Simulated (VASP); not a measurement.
**WC: single point with PBEsol**

WC, a slab with vacuum:

```xyz
16
Lattice="5.8014 0.0000 0.0000 -2.9007 5.0242 0.0000 0.0000 0.0000 15.2519" Properties=species:S:1:pos:R:3 pbc="T T T"
W     0.0000    0.0000    1.0000
W     0.1164    0.1298    3.8385
W    -1.4504    2.5121    1.0000
W    -1.4174    2.3956    3.8232
W     2.9007    0.0000    1.0000
W     2.9894    0.0541    3.8177
W     1.4504    2.5121    1.0000
W     1.4551    2.5382    3.8532
C     1.4404    0.8839    2.2991
C     1.4500    0.8714    4.9630
C     0.0446    3.4031    2.2871
C    -0.0329    3.3855    4.8776
C     4.3535    0.8899    2.2692
C     4.4596    0.8783    4.9992
C     2.8432    3.3497    2.2912
C     2.8996    3.3800    4.8626
```

| Quantity | Value |
| --- | --- |
| Program | VASP 6.6.1 |
| Task | single point |
| Functional | PBEsol |
| Potentials or basis | VASP PAW PBE potentials, release 64 (W_sv, C) |
| Cutoff | 520 eV |
| k mesh | 3 × 3 × 1 |
| Occupations | fermi-dirac, width 0.1 eV |
| Spin | no spin polarisation |

| Quantity | Value |
| --- | --- |
| Largest force | 4.866 eV/Å |
| Band gap on the k mesh | zero (bands 72 and 73 overlap by 0.60 eV) |

Forces in eV/Å, atoms in the order of the input:
```
W    0.177 -0.002 -0.145
W   -2.415 -4.011 -0.386
W   -0.119  0.682 -0.374
W   -0.839  4.787 -0.239
W   -0.035  0.350 -0.335
W   -1.367 -0.742  0.936
W   -0.010  0.399 -0.622
W    0.606  0.574 -1.162
C    0.578 -0.290 -0.069
C    1.877  0.244  0.741
C   -0.458 -0.676  0.435
C    0.289  0.128  0.549
C    0.278 -0.765  0.156
C   -0.695 -1.060  0.163
C    1.111  0.141  0.201
C    1.024  0.241  0.152
```

Levels at points of the mesh, in eV from the Fermi level:
```csv
k point,band 70,band 71,band 72,band 73,band 74,band 75
"(0.00, 0.00, 0.00)",0.14,0.27,0.30,0.34,1.02,1.18
```

It took 21 min on 1 thread of Intel Xeon 8259CL, on a shared host, peak memory 0.63 GiB.

Caveat: the k points lie up to 0.42 Å⁻¹ apart, too coarse for converged energies and pressures of a metal; the atoms stand as in a frame of molecular dynamics; there is no dipole correction, which matters where the two faces differ; the PAW data sets were made with another functional, which shifts forces and pressure a little; spin-orbit coupling is left out, which moves the levels of the heavy elements.
